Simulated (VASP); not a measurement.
# Tc (Fm-3m) in VASP: further runs

The runs below take Tc through single point, with LDA.

Everything below comes from runs of VASP 6.6.1. Logs are shortened: lines on timing, memory, paths and dates and some standing lists are left out, and cuts for length are marked.

## (1) The cell of the first run

Symmetry: Fm-3m, No. 225, cubic system. The conventional cell has a = 3.810 Å, b = 3.810 Å, c = 3.810 Å, α = 90.00°, β = 90.00°, γ = 90.00°. Tc (site symmetry m-3m) has 12 Tc at 2.69 Å within 3.6 Å.

## (2) Single point, LDA

INCAR

```
SYSTEM = Tc
ALGO = Normal
EDIFF = 1E-7
ENCUT = 520
ISIF = 2
ISMEAR = -1
LASPH = .True.
LCHARG = .False.
LREAL = .False.
LWAVE = .False.
NBANDS = 34
NELM = 60
PREC = Accurate
SIGMA = 0.05
```

KPOINTS

```
k-points
0
Gamma
  6 6 6
  0 0 0
```

POSCAR

```
Tc
1.0
    3.8097481558      0.0000000000      0.0000000000
    0.0000000000      3.8097481558      0.0000000000
    0.0000000000      0.0000000000      3.8097481558
Tc
4
Direct
    0.0000000000      0.0000000000      0.0000000000
    0.0000000000      0.5000000000      0.5000000000
    0.5000000000      0.0000000000      0.5000000000
    0.5000000000      0.5000000000      0.0000000000
```

Potentials or basis: VASP PAW LDA potentials, release 64 (Tc_pv).

Command:

```console
$ cat potpaw_LDA.64/Tc_pv/POTCAR > POTCAR
$ mpirun -np 1 vasp_std > vasp.out
```

OUTCAR:

```text
SYSTEM = Tc
   EDIFF = 1E-7
   ENCUT = 520
   ISIF = 2
   ISMEAR = -1
   LASPH = .True.
   LREAL = .False.
   NELM = 60
   PREC = Accurate

 ion  position               nearest neighbor table
   1  0.000  0.000  0.000-   2 2.69   3 2.69   4 2.69   2 2.69   3 2.69   2 2.69   4 2.69   2 2.69
                             3 2.69   4 2.69   3 2.69   4 2.69
   2  0.000  0.500  0.500-   1 2.69   3 2.69   4 2.69   1 2.69   4 2.69   1 2.69   3 2.69   1 2.69
                             3 2.69   4 2.69   4 2.69   3 2.69
   3  0.500  0.000  0.500-   1 2.69   2 2.69   4 2.69   1 2.69   4 2.69   2 2.69   4 2.69   4 2.69
                             1 2.69   2 2.69   1 2.69   2 2.69
   4  0.500  0.500  0.000-   1 2.69   2 2.69   3 2.69   2 2.69   3 2.69   1 2.69   3 2.69   3 2.69
                             1 2.69   2 2.69   2 2.69   1 2.69

  LATTYP: Found a simple cubic cell.
 ALAT       =     3.8097481558

  Lattice vectors:

 A1 = (   3.8097481558,   0.0000000000,   0.0000000000)
 A2 = (   0.0000000000,   3.8097481558,   0.0000000000)
 A3 = (   0.0000000000,   0.0000000000,   3.8097481558)

Analysis of symmetry for initial positions (statically):
=====================================================================
 Subroutine PRICEL returns following result:

  LATTYP: Found a face centered cubic cell.
 ALAT       =     3.8097481558

  Lattice vectors:

 A1 = (   1.9048740779,  -1.9048740779,   0.0000000000)
 A2 = (   1.9048740779,   0.0000000000,   1.9048740779)
 A3 = (   0.0000000000,  -1.9048740779,   1.9048740779)

   4 primitive cells build up your supercell.

 Routine SETGRP: Setting up the symmetry group for a
 simple cubic supercell.

 Subroutine GETGRP returns: Found 48 space group operations
 (whereof 48 operations were pure point group operations)
 out of a pool of 48 trial point group operations.

The static configuration has the point symmetry O_h .

Analysis of symmetry for dynamics (positions and initial velocities):
=====================================================================
 Subroutine PRICEL returns following result:

  LATTYP: Found a face centered cubic cell.
 ALAT       =     3.8097481558

  Lattice vectors:

 A1 = (   1.9048740779,  -1.9048740779,   0.0000000000)
 A2 = (   1.9048740779,   0.0000000000,   1.9048740779)
 A3 = (   0.0000000000,  -1.9048740779,   1.9048740779)

   4 primitive cells build up your supercell.

 Routine SETGRP: Setting up the symmetry group for a
 simple cubic supercell.

 Subroutine GETGRP returns: Found 48 space group operations
 (whereof 48 operations were pure point group operations)
 out of a pool of 48 trial point group operations.

The dynamic configuration has the point symmetry O_h .

 Subroutine INISYM returns: Found 48 space group operations
 (whereof 48 operations are pure point group operations),
 and found     4 'primitive' translations

----------------------------------------------------------------------------------------

                                     Primitive cell

  volume of cell :      13.8238

  direct lattice vectors                    reciprocal lattice vectors
     1.904874078 -1.904874078  0.000000000     0.262484542 -0.262484542 -0.262484542
     1.904874078  0.000000000  1.904874078     0.262484542  0.262484542  0.262484542
     0.000000000 -1.904874078  1.904874078    -0.262484542 -0.262484542  0.262484542

  length of vectors
     2.693898756  2.693898756  2.693898756     0.454636563  0.454636563  0.454636563

  position of ions in fractional coordinates (direct lattice)
     0.000000000  0.000000000  0.000000000

  ion indices of the primitive-cell ions
   primitive index   ion index
                 1           1

----------------------------------------------------------------------------------------

 KPOINTS: k-points

Automatic generation of k-mesh.
 Grid dimensions read from file:
 generate k-points for:    6    6    6

 Generating k-lattice:

  Cartesian coordinates                     Fractional coordinates (reciprocal lattice)
     0.043747424  0.000000000  0.000000000     0.166666667  0.000000000  0.000000000
     0.000000000  0.043747424  0.000000000     0.000000000  0.166666667  0.000000000
     0.000000000  0.000000000  0.043747424     0.000000000  0.000000000  0.166666667

  Length of vectors
     0.043747424  0.043747424  0.043747424

  Shift w.r.t. Gamma in fractional coordinates (k-lattice)
     0.000000000  0.000000000  0.000000000

 Subroutine IBZKPT returns following result:
 ===========================================

 Found     20 irreducible k-points:

 Following reciprocal coordinates:
            Coordinates               Weight
  0.000000  0.000000  0.000000      1.000000
  0.166667  0.000000  0.000000      6.000000
  0.333333  0.000000  0.000000      6.000000
  0.500000  0.000000  0.000000      3.000000
  0.166667  0.166667  0.000000     12.000000
  0.333333  0.166667  0.000000     24.000000
[... 12 lines left out ...]
  0.500000  0.500000  0.333333      6.000000
  0.500000  0.500000  0.500000      1.000000
   k-points           NKPTS =     20   k-points in BZ     NKDIM =     20   number of bands    NBANDS=     34
   number of dos      NEDOS =    301   number of ions     NIONS =      4
   total plane-waves  NPLWV =  21952
   dimension x,y,z NGX =    28 NGY =   28 NGZ =   28
   dimension x,y,z NGXF=    56 NGYF=   56 NGZF=   56
   ions per type =               4
   NGX,Y,Z   is equivalent  to a cutoff of  12.22, 12.22, 12.22 a.u.
   NGXF,Y,Z  is equivalent  to a cutoff of  24.44, 24.44, 24.44 a.u.
 SYSTEM =  Tc
   PREC   = accura    normal or accurate (medium, high low for compatibility)
   ISTART =      0    job   : 0-new  1-cont  2-samecut
   ICHARG =      2    charge: 1-file 2-atom 10-const
   ISPIN  =      1    spin polarized calculation?
   LNONCOLLINEAR =      F non collinear calculations
   LSORBIT =      F    spin-orbit coupling
   LASPH  =      T    aspherical Exc in radial PAW
   ENCUT  =  520.0 eV  38.22 Ry    6.18 a.u.   7.08  7.08  7.08*2*pi/ulx,y,z
   NELM   =     60;   NELMIN=  2; NELMDL= -5     # of ELM steps
   EDIFF  = 0.1E-06   stopping-criterion for ELM
   LREAL  =      F    real-space projection
   EDIFFG = 0.1E-05   stopping-criterion for IOM
   NSW    =      0    number of steps for IOM
   IBRION =     -1    ionic relax: 0-MD 1-quasi-New 2-CG
   NFREE  =      0    steps in history (QN), initial steepest desc. (CG)
   ISIF   =      2    stress and relaxation
   ISYM   =      2    0-nonsym 1-usesym 2-fastsym
   POTIM  = 0.5000    time-step for ionic-motion
   TEBEG  =    0.0;   TEEND  =   0.0 temperature during run
   PSTRESS=    0.0 pullay stress
   NELECT =      52.0000    total number of electrons
   NUPDOWN=      -1.0000    fix difference up-down
   EMIN   =  10.00;   EMAX   =-10.00  energy-range for DOS
   EFERMI =   0.00;   METHOD = LEGACY
   ISMEAR =    -1;   SIGMA  =   0.05  broadening in eV -4-tet -1-fermi 0-gaus
   EFERMI_NEDOS =   21; number of points for ismear=-14 and -15
   IALGO  =     38    algorithm
   IMIX   =      4    mixing-type and parameters
     AMIX     =   0.40;   BMIX     =  1.00
     AMIX_MAG =   1.60;   BMIX_MAG =  1.00
  volume/ion in A,a.u.               =      13.82        93.29
  Fermi-wavevector in a.u.,A,eV,Ry     =   1.603909  3.030948 35.001308  2.572524
  Thomas-Fermi vector in A             =   2.700497
   LORBIT       =      0    0 simple, 1 ext, 2 COOP (PROOUT), +10 PAW based schemes
   GGA     = CA    functional components
   LHFCALC =     F    Hartree Fock is set to
   AEXX    =    0.0000 exact exchange contribution
   IVDW    =     0    specifies the selected vdW correction
   LEPSILON=     F    determine dielectric tensor
   LRPA    =     F    only Hartree local field effects (RPA)
 non-spin polarized calculation
  energy-cutoff  :      520.00
  volume of cell :       55.30
 maximum number of plane-waves:      1503
   NGX = 15   NGY = 15   NGZ = 15

 number of electron      52.0000000 magnetization

 Free energy of the ion-electron system (eV)
  ---------------------------------------------------
  ext. energy  EPLUGINS =         0.00000000
  ---------------------------------------------------
  free energy    TOTEN  =       -46.65175160 eV

  energy without entropy =      -46.61783601  energy(sigma->0) =      -46.63479380

 E-fermi :  13.3326     XC(G=0): -14.2290

 val. band max:       13.2780099284   @ k =   0.1667   0.1667   0.1667
 cond. band min:      13.3701259102   @ k =   0.5000   0.3333   0.0000
 fundamental gap:      0.0921159818
 Fermi energy:        13.3325860082

 k-point     1 :       0.0000    0.0000    0.0000
  band No.  band energies     occupation
      1     -26.1381      2.00000
      2     -26.1381      2.00000
      3     -26.1381      2.00000
      4     -25.2999      2.00000
      5     -25.2999      2.00000
      6     -25.2999      2.00000
[... 26 lines left out ...]
     33      16.9946      0.00000
     34      17.4027      0.00000

 k-point     2 :       0.1667    0.0000    0.0000
  band No.  band energies     occupation
      1     -26.0847      2.00000
      2     -26.0847      2.00000
      3     -26.0563      2.00000
      4     -25.3589      2.00000
      5     -25.3589      2.00000
      6     -25.3058      2.00000
[... 26 lines left out ...]
     33      16.9963      0.00000
     34      16.9963      0.00000

 k-point     3 :       0.3333    0.0000    0.0000
  band No.  band energies     occupation
      1     -25.9369      2.00000
      2     -25.9369      2.00000
      3     -25.8268      2.00000
      4     -25.5181      2.00000
      5     -25.5181      2.00000
      6     -25.3180      2.00000
[... 26 lines left out ...]
     33      16.9996      0.00000
     34      16.9996      0.00000

 k-point     4 :       0.5000    0.0000    0.0000
  band No.  band energies     occupation
      1     -25.7304      2.00000
      2     -25.7304      2.00000
      3     -25.7304      2.00000
      4     -25.7304      2.00000
      5     -25.4980      2.00000
      6     -25.4980      2.00000
[... 26 lines left out ...]
     33      17.0012      0.00000
     34      17.0012      0.00000

 k-point     5 :       0.1667    0.1667    0.0000
  band No.  band energies     occupation
      1     -26.0325      2.00000
      2     -26.0223      2.00000
      3     -26.0223      2.00000
      4     -25.4670      2.00000
      5     -25.3236      2.00000
      6     -25.3236      2.00000
[... 473 lines left out ...]
 k-point    18 :       0.5000    0.3333    0.3333
  band No.  band energies     occupation
      1     -26.1419      2.00000
      2     -26.1419      2.00000
      3     -26.0525      2.00000
      4     -26.0525      2.00000
      5     -25.1667      2.00000
      6     -25.1667      2.00000
[... 26 lines left out ...]
     33      16.2662      0.00000
     34      16.2662      0.00000

 k-point    19 :       0.5000    0.5000    0.3333
  band No.  band energies     occupation
      1     -26.1631      2.00000
      2     -26.1631      2.00000
      3     -26.1631      2.00000
      4     -26.1631      2.00000
      5     -25.0470      2.00000
      6     -25.0470      2.00000
[... 26 lines left out ...]
     33      17.4615      0.00000
     34      17.4615      0.00000

 k-point    20 :       0.5000    0.5000    0.5000
  band No.  band energies     occupation
      1     -26.2346      2.00000
      2     -26.2346      2.00000
      3     -26.2346      2.00000
      4     -26.2346      2.00000
      5     -24.9705      2.00000
      6     -24.9705      2.00000
[... 26 lines left out ...]
     33      16.3708      0.00000
     34      16.3708      0.00000

------------------------ aborting loop because EDIFF is reached ----------------------------------------

  FORCE on cell =-STRESS in cart. coord.  units (eV):
  Direction    XX          YY          ZZ          XY          YZ          ZX
  --------------------------------------------------------------------------------------
  -------------------------------------------------------------------------------------
  Total        0.0294339      0.0294339      0.0294339      0.0000000      0.0000000     -0.0000000
  in kB        0.8528448      0.8528448      0.8528448      0.0000000      0.0000000     -0.0000000
  external PRESSURE =       0.8528448 kB  Pullay stress =       0.0000000 kB

 VOLUME and BASIS-vectors are now :
 -----------------------------------------------------------------------------
  energy-cutoff  :      520.00
  volume of cell :       55.30
      direct lattice vectors                 reciprocal lattice vectors
     3.809748156  0.000000000  0.000000000     0.262484542  0.000000000  0.000000000
     0.000000000  3.809748156  0.000000000     0.000000000  0.262484542  0.000000000
     0.000000000  0.000000000  3.809748156     0.000000000  0.000000000  0.262484542

 POSITION                                       TOTAL-FORCE (eV/Angst)
 -----------------------------------------------------------------------------------
      0.00000      0.00000      0.00000        -0.000000     -0.000000      0.000000
      0.00000      1.90487      1.90487         0.000000     -0.000000      0.000000
      1.90487      0.00000      1.90487         0.000000      0.000000     -0.000000
      1.90487      1.90487      0.00000         0.000000      0.000000     -0.000000
 -----------------------------------------------------------------------------------
    total drift:                                0.000000      0.000000      0.000000

  FREE ENERGIE OF THE ION-ELECTRON SYSTEM (eV)
  ---------------------------------------------------
  free  energy   TOTEN  =       -46.6517515980 eV

  energy  without entropy=      -46.6178360109  energy(sigma->0) =      -46.63479380
```

It took 12 s on 1 thread of Intel Xeon 6975P-C (Granite Rapids), shared host; peak memory 0.15 GiB.

Results:

```yaml
Free_energy: -46.6518 eV
Pressure: 0.1 GPa
Band_gap_on_the_k_mesh: zero (band 26 reaches 16.31 eV, above the bottom of band 27 at 12.14 eV)
```

## (3) Single point, LDA

INCAR

```
ALGO     = Normal         # electronic algorithm
EDIFF    = 1E-7           # SCF threshold, eV
ENCUT    = 520            # plane-wave cutoff, eV
GGA      = CA             # functional
ISIF     = 2              # what is computed and relaxed
ISMEAR   = -1             # smearing method
LASPH    = T              # aspherical terms in the spheres
LCHARG   = T              # write CHGCAR
LELF     = T              # ELF
LREAL    = F              # projectors in reciprocal space
LVHAR    = T            
LWAVE    = F              # write WAVECAR
NBANDS   = 34             # bands
NELM     = 80             # most SCF steps
PREC     = Accurate       # precision mode
SIGMA    = 0.05           # smearing width, eV
```

KPOINTS

```
k-points
0
Gamma
  6 6 6
```

POSCAR is that of step 2.

Potentials or basis: VASP PAW LDA potentials, release 64 (Tc_pv).

Command:

```console
$ cat potpaw_LDA.64/Tc_pv/POTCAR > POTCAR
$ mpirun -np 1 vasp_std > vasp.out
```

It took 11 s on 1 thread of Intel Xeon 6975P-C (Granite Rapids), shared host; peak memory 0.15 GiB.

It converged, with:

```yaml
Free_energy: -46.6518 eV
Pressure: 0.1 GPa
Band_gap_on_the_k_mesh: zero (band 26 reaches 16.31 eV, above the bottom of band 27 at 12.14 eV)
```

Levels at points of the mesh, in eV from the Fermi level:
| k point | band 22 | band 23 | band 24 | band 25 | band 26 | band 27 | band 28 | band 29 |
| --- | --- | --- | --- | --- | --- | --- | --- | --- |
| (0.00, 0.00, 0.00) | -1.93 | 0.85 | 0.85 | 2.98 | 2.98 | 2.98 | 3.66 | 3.66 |
| (0.50, 0.00, 0.00) | -2.93 | -0.80 | -0.80 | 0.16 | 0.16 | 0.16 | 0.16 | 0.28 |
| (0.50, 0.50, 0.00) | -2.74 | -2.74 | -2.74 | -0.53 | -0.53 | -0.53 | -0.53 | 0.66 |
| (0.50, 0.50, 0.50) | -2.12 | -2.12 | -2.12 | 1.38 | 1.38 | 1.38 | 1.38 | 3.04 |
